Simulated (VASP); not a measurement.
# ZnAu (Pm-3m) in VASP: a series of runs

The runs below take ZnAu through single point, with PBEsol.

Program: VASP 6.6.1. These are calculated values, not measurements. Logs are shortened: lines on timing, memory, paths and dates and some standing lists are left out, and cuts for length are marked.

## Step 1: The cell of the first run

The structure is cubic, space group Pm-3m (No. 221). The conventional cell has a = 2.998 Å, b = 2.998 Å, c = 2.998 Å, α = 90.00°, β = 90.00°, γ = 90.00°. Within 3.4 Å of Zn (site symmetry m-3m) lie 8 Au at 2.60 Å and 6 Zn at 3.00 Å. Within 3.4 Å of Au (site symmetry m-3m) lie 8 Zn at 2.60 Å and 6 Au at 3.00 Å.

## Step 2: Single point, PBEsol (13.47 Å³/atom)

The input, INCAR:

```
PREC     = Accurate       # precision mode
ENCUT    = 520            # plane-wave cutoff, eV
EDIFF    = 1E-7           # SCF threshold, eV
ISMEAR   = 0              # smearing method
SIGMA    = 0.1            # smearing width, eV
LREAL    = False          # projectors in reciprocal space
LASPH    = True           # aspherical terms in the spheres
NELM     = 100            # most SCF steps
ALGO     = Fast           # electronic algorithm
ISIF     = 2              # what is computed and relaxed
LWAVE    = False          # write WAVECAR
LCHARG   = False          # write CHGCAR
GGA      = PS             # functional
NBANDS   = 18             # bands
```

The input, KPOINTS:

```
Automatic mesh
0
Gamma
  14 14 14
```

The input, POSCAR:

```
ZnAu
1.0
    2.9976930169      0.0000000000      0.0000000000
    0.0000000000      2.9976930169      0.0000000000
    0.0000000000      0.0000000000      2.9976930169
Zn Au
1 1
Direct
    0.5000000000      0.5000000000      0.5000000000
    0.0000000000      0.0000000000      0.0000000000
```

Potentials or basis: VASP PAW PBE potentials, release 64 (Zn, Au).

Launch:

```bash
> cat potpaw_PBE.64/Zn/POTCAR potpaw_PBE.64/Au/POTCAR > POTCAR
> mpirun -np 1 vasp_std > vasp.out
```

OUTCAR:

```text
PREC = Accurate
   ENCUT = 520
   EDIFF = 1E-7
   ISMEAR = 0
   LREAL = False
   LASPH = True
   NELM = 100
   ISIF = 2
   GGA = PS

 ion  position               nearest neighbor table
   1  0.500  0.500  0.500-   2 2.60   2 2.60   2 2.60   2 2.60   2 2.60   2 2.60   2 2.60   2 2.60

   2  0.000  0.000  0.000-   1 2.60   1 2.60   1 2.60   1 2.60   1 2.60   1 2.60   1 2.60   1 2.60

  LATTYP: Found a simple cubic cell.
 ALAT       =     2.9976930169

  Lattice vectors:

 A1 = (   2.9976930169,   0.0000000000,   0.0000000000)
 A2 = (   0.0000000000,   2.9976930169,   0.0000000000)
 A3 = (   0.0000000000,   0.0000000000,   2.9976930169)

Analysis of symmetry for initial positions (statically):
=====================================================================
 Subroutine PRICEL returns:
 Original cell was already a primitive cell.

 Routine SETGRP: Setting up the symmetry group for a
 simple cubic supercell.

 Subroutine GETGRP returns: Found 48 space group operations
 (whereof 48 operations were pure point group operations)
 out of a pool of 48 trial point group operations.

The static configuration has the point symmetry O_h .

Analysis of symmetry for dynamics (positions and initial velocities):
=====================================================================
 Subroutine PRICEL returns:
 Original cell was already a primitive cell.

 Routine SETGRP: Setting up the symmetry group for a
 simple cubic supercell.

 Subroutine GETGRP returns: Found 48 space group operations
 (whereof 48 operations were pure point group operations)
 out of a pool of 48 trial point group operations.

The dynamic configuration has the point symmetry O_h .

 Subroutine INISYM returns: Found 48 space group operations
 (whereof 48 operations are pure point group operations),
 and found     1 'primitive' translations

----------------------------------------------------------------------------------------

                                     Primitive cell

  volume of cell :      26.9378

  direct lattice vectors                    reciprocal lattice vectors
     2.997693017  0.000000000  0.000000000     0.333589862  0.000000000  0.000000000
     0.000000000  2.997693017  0.000000000     0.000000000  0.333589862  0.000000000
     0.000000000  0.000000000  2.997693017     0.000000000  0.000000000  0.333589862

  length of vectors
     2.997693017  2.997693017  2.997693017     0.333589862  0.333589862  0.333589862

[... 79 lines left out ...]
   NELM   =    100;   NELMIN=  2; NELMDL= -5     # of ELM steps
   EDIFF  = 0.1E-06   stopping-criterion for ELM
   LREAL  =      F    real-space projection
   EDIFFG = 0.1E-05   stopping-criterion for IOM
   NSW    =      0    number of steps for IOM
   IBRION =     -1    ionic relax: 0-MD 1-quasi-New 2-CG
   NFREE  =      0    steps in history (QN), initial steepest desc. (CG)
   ISIF   =      2    stress and relaxation
   ISYM   =      2    0-nonsym 1-usesym 2-fastsym
   POTIM  = 0.5000    time-step for ionic-motion
   TEBEG  =    0.0;   TEEND  =   0.0 temperature during run
   PSTRESS=    0.0 pullay stress
   NELECT =      23.0000    total number of electrons
   NUPDOWN=      -1.0000    fix difference up-down
   EMIN   =  10.00;   EMAX   =-10.00  energy-range for DOS
   EFERMI =   0.00;   METHOD = LEGACY
   ISMEAR =     0;   SIGMA  =   0.10  broadening in eV -4-tet -1-fermi 0-gaus
   EFERMI_NEDOS =   21; number of points for ismear=-14 and -15
   IALGO  =     68    algorithm
   IMIX   =      4    mixing-type and parameters
     AMIX     =   0.40;   BMIX     =  1.00
     AMIX_MAG =   1.60;   BMIX_MAG =  1.00
  volume/ion in A,a.u.               =      13.47        90.89
  Fermi-wavevector in a.u.,A,eV,Ry     =   1.553091  2.934917 32.818507  2.412092
  Thomas-Fermi vector in A             =   2.657372
   LORBIT       =      0    0 simple, 1 ext, 2 COOP (PROOUT), +10 PAW based schemes
   GGA     = PS    functional components
   LHFCALC =     F    Hartree Fock is set to
   AEXX    =    0.0000 exact exchange contribution
   IVDW    =     0    specifies the selected vdW correction
   LEPSILON=     F    determine dielectric tensor
   LRPA    =     F    only Hartree local field effects (RPA)
 non-spin polarized calculation
 RMM-DIIS sequential band-by-band and
 Gauss-broadening in eV      SIGMA  =   0.10
  energy-cutoff  :      520.00
  volume of cell :       26.94
 maximum number of plane-waves:       740
 NGX is ok and might be reduce to    24
   NGX = 11   NGY = 11   NGZ = 11

 number of electron      23.0000027 magnetization

 Free energy of the ion-electron system (eV)
  ---------------------------------------------------
  ext. energy  EPLUGINS =         0.00000000
  ---------------------------------------------------
  free energy    TOTEN  =        -5.68491700 eV

  energy without entropy =       -5.68168217  energy(sigma->0) =       -5.68329959

 E-fermi :   8.9342     XC(G=0): -13.3865

 val. band max:        8.9160956717   @ k =   0.5000   0.3571   0.3571
 cond. band min:       8.9649400669   @ k =   0.4286   0.4286   0.3571
 fundamental gap:      0.0488443953
 Fermi energy:         8.9342253754

 k-point     1 :       0.0000    0.0000    0.0000
  band No.  band energies     occupation
      1      -3.2644      2.00000
      2      -0.1360      2.00000
      3      -0.1360      2.00000
      4       0.9960      2.00000
      5       0.9960      2.00000
      6       0.9960      2.00000
[... 481 lines left out ...]
      5       1.0344      2.00000
      6       1.2867      2.00000
[... 10 lines left out ...]
     17      24.5574      0.00000
     18      24.6892      0.00000

 [... further k-points ...]

------------------------ aborting loop because EDIFF is reached ----------------------------------------

  FORCE on cell =-STRESS in cart. coord.  units (eV):
  Direction    XX          YY          ZZ          XY          YZ          ZX
  --------------------------------------------------------------------------------------
  -------------------------------------------------------------------------------------
  Total        4.3909695      4.3909695      4.3909695     -0.0000000      0.0000000     -0.0000000
  in kB      261.1617274    261.1617274    261.1617274     -0.0000000      0.0000000     -0.0000000
  external PRESSURE =     261.1617274 kB  Pullay stress =       0.0000000 kB

 VOLUME and BASIS-vectors are now :
 -----------------------------------------------------------------------------
  energy-cutoff  :      520.00
  volume of cell :       26.94
      direct lattice vectors                 reciprocal lattice vectors
     2.997693017  0.000000000  0.000000000     0.333589862  0.000000000  0.000000000
     0.000000000  2.997693017  0.000000000     0.000000000  0.333589862  0.000000000
     0.000000000  0.000000000  2.997693017     0.000000000  0.000000000  0.333589862

 POSITION                                       TOTAL-FORCE (eV/Angst)
 -----------------------------------------------------------------------------------
      1.49885      1.49885      1.49885         0.000000      0.000000      0.000000
      0.00000      0.00000      0.00000         0.000000      0.000000      0.000000
 -----------------------------------------------------------------------------------
    total drift:                                0.000000      0.000000     -0.000000

  FREE ENERGIE OF THE ION-ELECTRON SYSTEM (eV)
  ---------------------------------------------------
  free  energy   TOTEN  =        -5.6849170042 eV

  energy  without entropy=       -5.6816821663  energy(sigma->0) =       -5.68329959
```

OSZICAR:

```text
N       E                     dE             d eps       ncg     rms          rms(c)
DAV:   1     0.130332303562E+03    0.13033E+03   -0.11429E+04  4506   0.172E+03
DAV:   2    -0.912480120728E+00   -0.13124E+03   -0.12517E+03  4364   0.322E+02
DAV:   3    -0.626126865473E+01   -0.53488E+01   -0.53076E+01  4702   0.689E+01
DAV:   4    -0.630869081037E+01   -0.47422E-01   -0.47404E-01  4698   0.570E+00
DAV:   5    -0.630918119387E+01   -0.49038E-03   -0.49038E-03  4660   0.632E-01    0.132E+01
RMM:   6    -0.573811032339E+01    0.57107E+00   -0.10121E+00  4490   0.919E+00    0.779E+00
RMM:   7    -0.569495869263E+01    0.43152E-01   -0.81998E-02  4749   0.240E+00    0.343E+00
RMM:   8    -0.568545049955E+01    0.95082E-02   -0.11679E-02  4828   0.912E-01    0.225E-01
RMM:   9    -0.568490469869E+01    0.54580E-03   -0.22615E-03  5229   0.491E-01    0.101E-01
RMM:  10    -0.568493546365E+01   -0.30765E-04   -0.51650E-04  5036   0.173E-01    0.825E-02
RMM:  11    -0.568491637552E+01    0.19088E-04   -0.13181E-04  4950   0.926E-02    0.229E-02
RMM:  12    -0.568491724395E+01   -0.86843E-06   -0.20117E-05  5474   0.311E-02    0.843E-03
RMM:  13    -0.568491733048E+01   -0.86526E-07   -0.25746E-06  5105   0.127E-02    0.660E-03
RMM:  14    -0.568491691155E+01    0.41893E-06   -0.12185E-06  4702   0.842E-03    0.191E-03
RMM:  15    -0.568491700421E+01   -0.92665E-07   -0.33506E-07  3436   0.555E-03
   1 F= -.56849170E+01 E0= -.56832996E+01  d E =-.323484E-02
```

stdout:

```text
POSCAR found type information on POSCAR ZnAu
 POSCAR found :  2 types and       2 ions
 scaLAPACK will be used
 -----------------------------------------------------------------------------
|                                                                             |
|                                                                             |
|     You enforced a specific xc type in the INCAR file but a different       |
|     I HOPE YOU KNOW WHAT YOU ARE DOING!                                     |
|                                                                             |
 -----------------------------------------------------------------------------

 LDA part: xc-table for (Slater+PW92), standard interpolation
 POSCAR, INCAR and KPOINTS ok, starting setup
 FFT: planning ... GRIDC
 FFT: planning ... GRID_SOFT
 FFT: planning ... GRID
 WAVECAR not read
 entering main loop
 num prob  num prob RMM:  15    -0.568491700421E+01   -0.92665E-07   -0.33506E-07  3436   0.555E-03
```

Wall time 24 s (1 thread of Intel Xeon Platinum 8488C (Sapphire Rapids), shared host); peak memory 0.18 GiB.

What came out:

```
Free energy            : -5.6849 eV
Pressure               : 26.1 GPa
Band gap on the k mesh : zero (an odd number of electrons rules out a gap without spin polarisation)
```

Caveat: the cell stands under pressure; the PAW data sets were made with another functional, which shifts forces and pressure a little; spin-orbit coupling is left out, which moves the levels of the heavy elements.

## Step 3: Single point, PBEsol (13.93 Å³/atom)

This run uses another cell than the first one, of 13.93 Å³/atom.

The input, INCAR:

```
PREC = Accurate
ENCUT = 520
EDIFF = 1E-7
ISMEAR = 0
SIGMA = 0.1
LREAL = F
LASPH = T
NELM = 100
ALGO = Fast
ISIF = 2
LWAVE = F
LCHARG = F
GGA = PS
NBANDS = 18
```

The input, KPOINTS:

```
regular mesh
0
Gamma
  14 14 14
```

The input, POSCAR:

```
ZnAu
1.0
    3.0313777803      0.0000000000      0.0000000000
    0.0000000000      3.0313777803      0.0000000000
    0.0000000000      0.0000000000      3.0313777803
Zn Au
1 1
Direct
    0.5000000000      0.5000000000      0.5000000000
    0.0000000000      0.0000000000      0.0000000000
```

Potentials or basis: VASP PAW PBE potentials, release 64 (Zn, Au).

Launch:

```bash
> cat potpaw_PBE.64/Zn/POTCAR potpaw_PBE.64/Au/POTCAR > POTCAR
> mpirun -np 1 vasp_std > vasp.out
```

It took 23 s on 1 thread of Intel Xeon Platinum 8488C (Sapphire Rapids), shared host; peak memory 0.18 GiB.

The run converged. Its results:

```yaml
Free_energy: -5.8101 eV
Pressure: 17.6 GPa
Band_gap_on_the_k_mesh: zero (an odd number of electrons rules out a gap without spin polarisation)
```

Levels at points of the mesh, in eV from the Fermi level:
```csv
k point,band 10,band 11,band 12,band 13,band 14,band 15
"(0.00, 0.00, 0.00)",-3.95,-3.95,5.07,5.07,5.07,10.27
"(0.50, 0.00, 0.00)",-5.47,-4.20,-2.43,10.57,11.79,11.79
"(0.50, 0.50, 0.00)",-3.30,-2.55,-2.55,1.22,3.18,10.94
"(0.50, 0.50, 0.50)",-3.24,1.65,3.83,3.83,3.83,4.27
```

Caveat: the cell stands under pressure; the PAW data sets were made with another functional, which shifts forces and pressure a little; spin-orbit coupling is left out, which moves the levels of the heavy elements.
